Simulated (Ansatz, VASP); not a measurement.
KTaO3 in VASP and in Ansatz

```xyz
5
Lattice="4.1497 0.0000 0.0000 0.0000 4.1497 0.0000 0.0000 0.0000 4.1497" Properties=species:S:1:pos:R:3 pbc="T T T"
K     0.0000    0.0000    0.0000
Ta    2.0749    2.0749    2.0749
O     2.0749    2.0749    0.0000
O     2.0749    0.0000    2.0749
O     0.0000    2.0749    2.0749
```

Change from the starting cell: hydrostatic strain +4.0%.

Alike in both runs: task single point; functional r2SCAN; k mesh 6 × 6 × 6; no spin polarisation.

```csv
,VASP,Ansatz
version,VASP 6.6.1,Ansatz 0.2.0
potentials or method,"VASP PAW PBE potentials, release 64 (K_sv, Ta_sv_GW, O)","plane waves, PAW"
plane-wave cutoff (eV),660,500
occupations,"gaussian, width 0.01 eV",fixed
valence electrons in the cell,40,40
```

Ansatz gave:

| Quantity | Value |
| --- | --- |
| gap on the k mesh at the Fermi level (eV) | 2.30 |
| pressure (GPa) | -18.9 |

Problem. Which values does VASP return?

Solution. gap on the k mesh at the Fermi level (eV): 2.29; pressure (GPa): -19.2.

VASP's potentials were made for PBE, not for r2SCAN.

Neither program's run includes spin-orbit coupling.
